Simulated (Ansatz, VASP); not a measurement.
One calculation of Cr2Si6Mo, two programs

File POSCAR:

```
Cr2Si6Mo
1.0
    2.2523953080     -3.8777341222      0.0000000000
    2.2523953080      3.8777341222      0.0000000000
    0.0000000000      0.0000000000      6.4422357418
Cr Si Mo
2 6 1
Direct
    0.0000000000      0.5000000000      0.3351257537
    0.5000000000      0.0000000000      0.6648742463
    0.8399397332      0.6708158591      0.6611174200
    0.1664540366      0.8335459634      0.0000000000
    0.6708158591      0.8399397332      0.3388825800
    0.1600602668      0.3291841409      0.6611174200
    0.8335459634      0.1664540366      0.0000000000
    0.3291841409      0.1600602668      0.3388825800
    0.5000000000      0.5000000000      0.0000000000
```

File INCAR.step1:

```
SYSTEM = Cr2Si6Mo
  PREC = Accurate
  ENCUT = 550
  ISMEAR = 0
  SIGMA = 0.01
  LREAL = .FALSE.
  LASPH = .TRUE.
  NELM = 120
  NBANDS = 41
  GGA = PE
  ALGO = Normal
  EDIFF = 1E-5
  LWAVE = .TRUE.
  LCHARG = .FALSE.
  GGA_COMPAT = .FALSE.
```

INCAR.step2

```
SYSTEM = Cr2Si6Mo
  PREC = Accurate
  ENCUT = 550
  EDIFF = 1E-6
  ISMEAR = 0
  SIGMA = 0.01
  LREAL = .FALSE.
  LASPH = .TRUE.
  NELM = 120
  ALGO = Normal
  ISIF = 2
  LWAVE = .FALSE.
  LCHARG = .FALSE.
  METAGGA = R2SCAN
  LMIXTAU = .TRUE.
  NBANDS = 41
  ISTART = 1
  GGA_COMPAT = .FALSE.
```

The input KPOINTS:

```
regular mesh
0
G
  10 10 6
  0 0 0
```

Input for Ansatz:

```yaml
crystal:
  lattice:
    - [2.252395308, -3.8777341222, 0.0]
    - [2.252395308, 3.8777341222, 0.0]
    - [0.0, 0.0, 6.4422357418]
  atoms:
    - { symbol: Cr, position: [0.0, 0.5, 0.3351257537] }
    - { symbol: Cr, position: [0.5, 0.0, 0.6648742463] }
    - { symbol: Si, position: [0.8399397332, 0.6708158591, 0.66111742] }
    - { symbol: Si, position: [0.1664540366, 0.8335459634, 0.0] }
    - { symbol: Si, position: [0.6708158591, 0.8399397332, 0.33888258] }
    - { symbol: Si, position: [0.1600602668, 0.3291841409, 0.66111742] }
    - { symbol: Si, position: [0.8335459634, 0.1664540366, 0.0] }
    - { symbol: Si, position: [0.3291841409, 0.1600602668, 0.33888258] }
    - { symbol: Mo, position: [0.5, 0.5, 0.0] }
basis:
  ecutwfc: 500
kpoints:
  mp_grid: { grid: [10, 10, 6] }
  band_path:
    path:
      - [[0.0, 0.0, 0.0], [-0.5, 0.5, 0.0], [-0.33434769, 0.66565231, 0.0]]
      - [[0.33434769, 0.33434769, 0.0], [0.0, 0.0, 0.0], [0.0, 0.0, 0.5], [0.33434769, 0.33434769, 0.5]]
      - [[-0.33434769, 0.66565231, 0.5], [-0.5, 0.5, 0.5], [-0.5, 0.5, 0.0]]
      - [[0.0, 0.0, 0.0], [0.0, 0.5, 0.0], [0.0, 0.5, 0.5], [0.0, 0.0, 0.5], [-0.5, 0.5, 0.5]]
    npoints: 14
hamiltonian:
  xc: r2scan
scf:
  occupations: { method: gaussian, width: 0.01 }
  n_extra_bands: 22
output:
  forces: true
  stress: true
  eigenvalues: true
  populations: true
  dos: { projected: true, de: 0.02, nscf_kmesh: { grid: [12, 12, 8] } }
  bader: true
  write_density: true
  write_potential: true
  elf: true
  volumetric_format: npy
```

Alike in both runs: task single point; functional r2SCAN; k mesh 10 × 10 × 6; occupations gaussian, width 0.01 eV; no spin polarisation.

|  | VASP | Ansatz |
| --- | --- | --- |
| version | VASP 6.6.1 | Ansatz 0.2.0 |
| potentials or method | VASP PAW PBE potentials, release 64 (Cr_pv, Si, Mo_sv), cutoff 550 eV | scalar-relativistic, plane waves, PAW |
| valence electrons in the cell | 62 | 66 |

Ansatz gave:

- gap on the k mesh at the Fermi level (eV): 0.42
- least direct gap on the mesh (eV): 0.63
- pressure (GPa): -4.7
- rms of the force components (eV/Å): 0.017

**Question.** Estimate VASP's values.

**Answer.** gap on the k mesh at the Fermi level (eV): 0.42; least direct gap on the mesh (eV): 0.63; pressure (GPa): -4.5; rms of the force components (eV/Å): 0.021.

VASP's potentials were made for PBE, not for r2SCAN. Atom by atom the forces differ by 0.004 eV/Å (rms over components). The functional is the same, so the differences come from potentials, cutoffs and numerics. VASP's potentials hold 62 valence electrons a cell and Ansatz's 66, so a difference there can come from the potentials and not from the codes.
